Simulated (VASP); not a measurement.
# Ir (R-3m) in VASP: notebook

The runs below take Ir through electric field gradients, with PBE.

All numbers are computed with VASP 6.6.1; they aren't measurements. Logs are shortened: lines on timing, memory, paths and dates and some standing lists are left out, and cuts for length are marked.

## 1. The cell of the first run

It takes space group R-3m (No. 166, trigonal). Conventional cell: a = 3.715 Å, b = 3.715 Å, c = 9.101 Å, α = 90.00°, β = 90.00°, γ = 120.00°. Ir (site symmetry 3m) has 4 Ir at 1.87 to 2.44 Å within 2.5 Å.

## 2. Electric field gradients, PBE (shortest bond scaled by 0.82)

Input file INCAR:

```
SYSTEM = Ir
PREC = Accurate ; ENCUT = 420
EDIFF = 1E-8 ; ISMEAR = -1
SIGMA = 0.05 ; LREAL = .False.
LASPH = .True. ; NELM = 120
ALGO = Normal ; ISIF = 2
LWAVE = .False. ; LCHARG = .False.
GGA = PE ; LEFG = .True.
NBANDS = 24 ; GGA_COMPAT = .False.
```

Input file KPOINTS:

```
regular mesh
0
Gamma
  10 10 10
  0 0 0
```

Input file POSCAR:

```
Ir
1.0
    0.0000000000      2.6272165707      2.6272165707
    2.6272165707      0.0000000000      2.6272165707
    2.6272165707      2.6272165707      0.0000000000
Ir
2
Direct
   -0.1925000000     -0.1025000000     -0.1025000000
    0.1925000000      0.1025000000      0.1025000000
```

Potentials or basis: VASP PAW PBE potentials, release 64 (Ir_sv_GW).

Command:

```console
$ cat potpaw_PBE.64/Ir_sv_GW/POTCAR > POTCAR
$ mpirun -np 1 vasp_std > vasp.out
```

OUTCAR:

```text
SYSTEM = Ir
   PREC = Accurate
   ENCUT = 420
   EDIFF = 1E-8
   ISMEAR = -1
   LREAL = .False.
   LASPH = .True.
   NELM = 120
   ISIF = 2
   GGA = PE

 ion  position               nearest neighbor table
   1  0.807  0.898  0.898-   2 1.87   2 2.44   2 2.44   2 2.44
   2  0.193  0.102  0.102-   1 1.87   1 2.44   1 2.44   1 2.44

  LATTYP: Found a face centered cubic cell.
 ALAT       =     5.2544331414

  Lattice vectors:

 A1 = (   0.0000000000,   2.6272165707,   2.6272165707)
 A2 = (   2.6272165707,   0.0000000000,   2.6272165707)
 A3 = (   2.6272165707,   2.6272165707,   0.0000000000)

Analysis of symmetry for initial positions (statically):
=====================================================================
 Subroutine PRICEL returns:
 Original cell was already a primitive cell.

 Routine SETGRP: Setting up the symmetry group for a
 face centered cubic supercell.

 Subroutine GETGRP returns: Found 12 space group operations
 (whereof  4 operations were pure point group operations)
 out of a pool of 48 trial point group operations.

The static configuration has the point symmetry C_2h.
 The point group associated with its full space group is D_3d.

Analysis of symmetry for dynamics (positions and initial velocities):
=====================================================================
 Subroutine PRICEL returns:
 Original cell was already a primitive cell.

 Routine SETGRP: Setting up the symmetry group for a
 face centered cubic supercell.

 Subroutine GETGRP returns: Found 12 space group operations
 (whereof  4 operations were pure point group operations)
 out of a pool of 48 trial point group operations.

The dynamic configuration has the point symmetry C_2h.
 The point group associated with its full space group is D_3d.

 Subroutine INISYM returns: Found 12 space group operations
 (whereof  4 operations are pure point group operations),
 and found     1 'primitive' translations

----------------------------------------------------------------------------------------

                                     Primitive cell

  volume of cell :      36.2675

  direct lattice vectors                    reciprocal lattice vectors
[... 115 lines left out ...]
   IVDW    =     0    specifies the selected vdW correction
   LEPSILON=     F    determine dielectric tensor
   LRPA    =     F    only Hartree local field effects (RPA)
 non-spin polarized calculation
  energy-cutoff  :      420.00
  volume of cell :       36.27
 maximum number of plane-waves:       725
 NGX is ok and might be reduce to    28
   NGX = 13   NGY = 13   NGZ = 13

 number of electron      34.0000000 magnetization

 Free energy of the ion-electron system (eV)
  ---------------------------------------------------
  ext. energy  EPLUGINS =         0.00000000
  ---------------------------------------------------
  free energy    TOTEN  =       -11.68671749 eV

  energy without entropy =      -11.67098093  energy(sigma->0) =      -11.67884921

 E-fermi :   9.4414     XC(G=0): -12.4990

 val. band max:        9.4396969695   @ k =   0.0000   0.4000   0.1000
 cond. band min:       9.4599652099   @ k =   0.0000   0.4000   0.3000
 fundamental gap:      0.0202682404
 Fermi energy:         9.4413679803

 k-point     1 :       0.0000    0.0000    0.0000
  band No.  band energies     occupation
      1     -84.7349      2.00000
      2     -83.7170      2.00000
      3     -44.6827      2.00000
      4     -40.9459      2.00000
      5     -40.9459      2.00000
      6     -40.7365      2.00000
[... 637 lines left out ...]
     23      20.7874      0.00000
     24      22.6883      0.00000

 [... further k-points ...]
[... 5 lines left out ...]
  --------------------------------------------------------------------------------------
  -------------------------------------------------------------------------------------
  Total       21.2839151     21.2839151     21.2839151    -17.5617487     17.5617487    -17.5617487
  in kB      940.2524638    940.2524638    940.2524638   -775.8195540    775.8195540   -775.8195540
  external PRESSURE =     940.2524638 kB  Pullay stress =       0.0000000 kB

 VOLUME and BASIS-vectors are now :
 -----------------------------------------------------------------------------
  energy-cutoff  :      420.00
  volume of cell :       36.27
      direct lattice vectors                 reciprocal lattice vectors
     0.000000000  2.627216571  2.627216571    -0.190315487  0.190315487  0.190315487
     2.627216571  0.000000000  2.627216571     0.190315487 -0.190315487  0.190315487
     2.627216571  2.627216571  0.000000000     0.190315487  0.190315487 -0.190315487

 POSITION                                       TOTAL-FORCE (eV/Angst)
 -----------------------------------------------------------------------------------
      4.71585      4.47940      4.47940       -16.042261     16.042261     16.042261
      0.53858      0.77503      0.77503        16.042261    -16.042261    -16.042261
 -----------------------------------------------------------------------------------
    total drift:                                0.000000      0.000000      0.000000

  FREE ENERGIE OF THE ION-ELECTRON SYSTEM (eV)
  ---------------------------------------------------
  free  energy   TOTEN  =       -11.6867174874 eV

  energy  without entropy=      -11.6709809267  energy(sigma->0) =      -11.67884921

 Electric field gradients (V/A^2)
---------------------------------------------------------------------
 ion       V_xx      V_yy      V_zz      V_xy      V_xz      V_yz
---------------------------------------------------------------------
   1       0.000    -0.000    -0.000  -191.206  -191.206   191.206
   2       0.000    -0.000    -0.000  -191.206  -191.206   191.206
---------------------------------------------------------------------

 Electric field gradients after diagonalization (V/A^2)
 (convention: |V_zz| > |V_xx| > |V_yy|)
----------------------------------------------------------------------
 ion       V_xx      V_yy      V_zz     asymmetry (V_yy - V_xx)/ V_zz
----------------------------------------------------------------------
   1    -191.206  -191.206   382.411       0.000
   2    -191.206  -191.206   382.411       0.000
----------------------------------------------------------------------

           NMR quadrupolar parameters

 Cq : quadrupolar parameter    Cq=e*Q*V_zz/h
 eta: asymmetry parameters     (V_yy - V_xx)/ V_zz
 Q  : nuclear electric quadrupole moment in mb (millibarn)
----------------------------------------------------------------------
 ion       Cq(MHz)       eta       Q (mb)
----------------------------------------------------------------------
   1       0.925       0.000       1.000
   2       0.925       0.000       1.000
----------------------------------------------------------------------
```

Run time: 58 s. Hardware: 1 thread of AMD EPYC 9R45 (Zen 5), shared host; peak memory 0.17 GiB.

What came out:

```
Free energy                             : -11.6867 eV
Pressure                                : 94.0 GPa
Largest force                           : 27.786 eV/Å
Band gap on the k mesh                  : zero (bands 17 and 18 overlap by 1.45 eV)
Largest electric field gradient by atom : Ir +382.4 V/Å²
```

Forces on the atoms (eV/Å):
```
Ir  -16.042  16.042  16.042
Ir   16.042 -16.042 -16.042
```

Stress tensor (GPa, compression positive):
```
 94.03 -77.58 -77.58
-77.58  94.03  77.58
-77.58  77.58  94.03
```

Electric field gradients, principal values (V/Å²):
| atom | least | middle | greatest (by size) |
| --- | --- | --- | --- |
| 1 Ir | -191.206 | -191.206 | 382.411 |
| 2 Ir | -191.206 | -191.206 | 382.411 |

Caveat: the cell differs from its parent crystal (shortest bond scaled by 0.82); atoms lie so close that the PAW spheres overlap strongly, which falsifies energies and pressures; the cell stands under pressure; without QUAD_EFG the Cq values of the log hold for a quadrupole moment of 1 mb, not for the nuclei; spin-orbit coupling is left out, which moves the levels of the heavy elements; forces of over 1 eV/Å act on the atoms, so gaps and moduli don't describe the material at rest.

## 3. Electric field gradients, PBE (shortest bond scaled by 1.1)

Input file INCAR:

```
PREC     = Accurate       # precision mode
ENCUT    = 420            # plane-wave cutoff, eV
EDIFF    = 1E-8           # SCF threshold, eV
ISMEAR   = -1             # smearing method
SIGMA    = 0.05           # smearing width, eV
LREAL    = F              # projectors in reciprocal space
LASPH    = T              # aspherical terms in the spheres
NELM     = 120            # most SCF steps
ALGO     = Normal         # electronic algorithm
ISIF     = 2              # what is computed and relaxed
LWAVE    = F              # write WAVECAR
LCHARG   = F              # write CHGCAR
GGA      = PE             # functional
LEFG     = T            
NBANDS   = 24             # bands
GGA_COMPAT= F
```

Input file KPOINTS:

```
Automatic mesh
0
Gamma
  10 10 10
```

Input file POSCAR:

```
Ir
1.0
    0.0000000000      2.6272165707      2.6272165707
    2.6272165707      0.0000000000      2.6272165707
    2.6272165707      2.6272165707      0.0000000000
Ir
2
Direct
   -0.0875000000     -0.1375000000     -0.1375000000
    0.0875000000      0.1375000000      0.1375000000
```

Potentials or basis: VASP PAW PBE potentials, release 64 (Ir_sv_GW).

Command:

```console
$ cat potpaw_PBE.64/Ir_sv_GW/POTCAR > POTCAR
$ mpirun -np 1 vasp_std > vasp.out
```

OUTCAR:

```text
PREC = Accurate
   ENCUT = 420
   EDIFF = 1E-8
   ISMEAR = -1
   LREAL = F
   LASPH = T
   NELM = 120
   ISIF = 2
   GGA = PE

 ion  position               nearest neighbor table
   1  0.913  0.862  0.862-   2 2.21   2 2.21   2 2.21   2 2.50
   2  0.087  0.138  0.138-   1 2.21   1 2.21   1 2.21   1 2.50

  LATTYP: Found a face centered cubic cell.
 ALAT       =     5.2544331414

  Lattice vectors:

 A1 = (   0.0000000000,   2.6272165707,   2.6272165707)
 A2 = (   2.6272165707,   0.0000000000,   2.6272165707)
 A3 = (   2.6272165707,   2.6272165707,   0.0000000000)

Analysis of symmetry for initial positions (statically):
=====================================================================
 Subroutine PRICEL returns:
 Original cell was already a primitive cell.

 Routine SETGRP: Setting up the symmetry group for a
 face centered cubic supercell.

 Subroutine GETGRP returns: Found 12 space group operations
 (whereof  4 operations were pure point group operations)
 out of a pool of 48 trial point group operations.

The static configuration has the point symmetry C_2h.
 The point group associated with its full space group is D_3d.

Analysis of symmetry for dynamics (positions and initial velocities):
=====================================================================
 Subroutine PRICEL returns:
 Original cell was already a primitive cell.

 Routine SETGRP: Setting up the symmetry group for a
 face centered cubic supercell.

 Subroutine GETGRP returns: Found 12 space group operations
 (whereof  4 operations were pure point group operations)
[... 148 lines left out ...]

  energy without entropy =      -15.17192036  energy(sigma->0) =      -15.17812499

 E-fermi :   9.4664     XC(G=0): -12.5468

 val. band max:        9.4593556454   @ k =  -0.2000   0.2000   0.0000
 cond. band min:       9.4793774461   @ k =  -0.3000   0.4000   0.1000
 fundamental gap:      0.0200218007
 Fermi energy:         9.4663926836

 k-point     1 :       0.0000    0.0000    0.0000
  band No.  band energies     occupation
      1     -84.2412      2.00000
      2     -83.7774      2.00000
      3     -41.9199      2.00000
      4     -41.9199      2.00000
      5     -40.9227      2.00000
      6     -40.6968      2.00000
[... 637 lines left out ...]
     23      19.5932      0.00000
     24      24.2550      0.00000

 [... further k-points ...]
[... 5 lines left out ...]
  --------------------------------------------------------------------------------------
  -------------------------------------------------------------------------------------
  Total       12.4123561     12.4123561     12.4123561      4.4750908     -4.4750908      4.4750908
  in kB      548.3365405    548.3365405    548.3365405    197.6946015   -197.6946015    197.6946015
  external PRESSURE =     548.3365405 kB  Pullay stress =       0.0000000 kB

 VOLUME and BASIS-vectors are now :
 -----------------------------------------------------------------------------
  energy-cutoff  :      420.00
  volume of cell :       36.27
      direct lattice vectors                 reciprocal lattice vectors
     0.000000000  2.627216571  2.627216571    -0.190315487  0.190315487  0.190315487
     2.627216571  0.000000000  2.627216571     0.190315487 -0.190315487  0.190315487
     2.627216571  2.627216571  0.000000000     0.190315487  0.190315487 -0.190315487

 POSITION                                       TOTAL-FORCE (eV/Angst)
 -----------------------------------------------------------------------------------
      4.53195      4.66331      4.66331         3.547503     -3.547503     -3.547503
      0.72248      0.59112      0.59112        -3.547503      3.547503      3.547503
 -----------------------------------------------------------------------------------
    total drift:                               -0.000000      0.000000      0.000000

  FREE ENERGIE OF THE ION-ELECTRON SYSTEM (eV)
  ---------------------------------------------------
  free  energy   TOTEN  =       -15.1843296277 eV

  energy  without entropy=      -15.1719203591  energy(sigma->0) =      -15.17812499

 Electric field gradients (V/A^2)
---------------------------------------------------------------------
 ion       V_xx      V_yy      V_zz      V_xy      V_xz      V_yz
---------------------------------------------------------------------
   1      -0.000     0.000     0.000   -30.439   -30.439    30.439
   2      -0.000     0.000     0.000   -30.439   -30.439    30.439
---------------------------------------------------------------------

 Electric field gradients after diagonalization (V/A^2)
 (convention: |V_zz| > |V_xx| > |V_yy|)
----------------------------------------------------------------------
 ion       V_xx      V_yy      V_zz     asymmetry (V_yy - V_xx)/ V_zz
----------------------------------------------------------------------
   1     -30.439   -30.439    60.878       0.000
   2     -30.439   -30.439    60.878       0.000
----------------------------------------------------------------------

           NMR quadrupolar parameters

 Cq : quadrupolar parameter    Cq=e*Q*V_zz/h
 eta: asymmetry parameters     (V_yy - V_xx)/ V_zz
 Q  : nuclear electric quadrupole moment in mb (millibarn)
----------------------------------------------------------------------
 ion       Cq(MHz)       eta       Q (mb)
----------------------------------------------------------------------
   1       0.147       0.000       1.000
   2       0.147       0.000       1.000
----------------------------------------------------------------------
```

OSZICAR:

```text
N       E                     dE             d eps       ncg     rms          rms(c)
DAV:   1     0.293266715275E+03    0.29327E+03   -0.22764E+04  6592   0.126E+03
DAV:   2    -0.927221737612E+01   -0.30254E+03   -0.28912E+03  6912   0.440E+02
DAV:   3    -0.171251583603E+02   -0.78529E+01   -0.78059E+01  6496   0.688E+01
DAV:   4    -0.171528097216E+02   -0.27651E-01   -0.27647E-01  6448   0.426E+00
DAV:   5    -0.171529349527E+02   -0.12523E-03   -0.12523E-03  6664   0.243E-01    0.147E+02
DAV:   6    -0.152902273368E+02    0.18627E+01   -0.40205E+00  6096   0.139E+01    0.785E+01
DAV:   7    -0.152205421056E+02    0.69685E-01   -0.80238E-01  6872   0.590E+00    0.131E+01
DAV:   8    -0.151846792315E+02    0.35863E-01   -0.15917E-01  5880   0.325E+00    0.102E+00
DAV:   9    -0.151844840049E+02    0.19523E-03   -0.14078E-03  6656   0.352E-01    0.502E-01
DAV:  10    -0.151843303596E+02    0.15365E-03   -0.27737E-04  6224   0.188E-01    0.248E-01
DAV:  11    -0.151843293335E+02    0.10261E-05   -0.91850E-06  6824   0.244E-02    0.375E-02
DAV:  12    -0.151843295691E+02   -0.23554E-06   -0.39972E-07  6144   0.534E-03    0.595E-03
DAV:  13    -0.151843296462E+02   -0.77105E-07   -0.59564E-08  6856   0.217E-03    0.324E-03
DAV:  14    -0.151843296339E+02    0.12259E-07   -0.16737E-09  3696   0.338E-04    0.156E-03
DAV:  15    -0.151843296277E+02    0.62273E-08   -0.49514E-10  3496   0.185E-04
   1 F= -.15184330E+02 E0= -.15178125E+02  d E =-.124093E-01
```

It took 98 s on 1 thread of Intel Xeon Platinum 8259CL at 2.50GHz (Skylake/Cascade Lake), shared host; peak memory 0.2 GiB.

Results:

```
Free energy                             : -15.1843 eV
Pressure                                : 54.8 GPa
Largest force                           : 6.144 eV/Å
Band gap on the k mesh                  : zero (bands 17 and 18 overlap by 1.75 eV)
Largest electric field gradient by atom : Ir +60.9 V/Å²
```

Forces in eV/Å, atoms in the order of the input:
```
Ir   3.548 -3.548 -3.548
Ir  -3.548  3.548  3.548
```

Levels at points of the mesh, in eV from the Fermi level:
| k point | band 14 | band 15 | band 16 | band 17 | band 18 | band 19 | band 20 | band 21 |
| --- | --- | --- | --- | --- | --- | --- | --- | --- |
| (0.00, 0.00, 0.00) | -5.42 | -2.74 | -2.74 | -1.41 | 0.83 | 0.83 | 10.88 | 10.93 |
| (0.50, 0.00, 0.00) | -4.62 | -2.56 | -1.14 | -1.14 | -1.02 | -1.02 | 0.52 | 9.29 |
| (0.00, 0.50, 0.00) | -5.27 | -2.63 | -2.26 | -0.61 | 0.62 | 0.81 | 2.32 | 8.86 |
| (0.50, 0.50, 0.00) | -4.21 | -3.83 | -2.04 | 0.56 | 0.74 | 1.66 | 2.58 | 3.85 |

Electric field gradients, principal values (V/Å²):
```tsv
atom	least	middle	greatest (by size)
1 Ir	-30.439	-30.439	60.878
2 Ir	-30.439	-30.439	60.878
```

Caveat: the cell differs from its parent crystal (shortest bond scaled by 1.1); the cell stands under pressure; without QUAD_EFG the Cq values of the log hold for a quadrupole moment of 1 mb, not for the nuclei; spin-orbit coupling is left out, which moves the levels of the heavy elements; forces of over 1 eV/Å act on the atoms, so gaps and moduli don't describe the material at rest.

[end of part 1 of 2]

The gap in the log of VASP goes by the Fermi energy; the results here count the filled bands.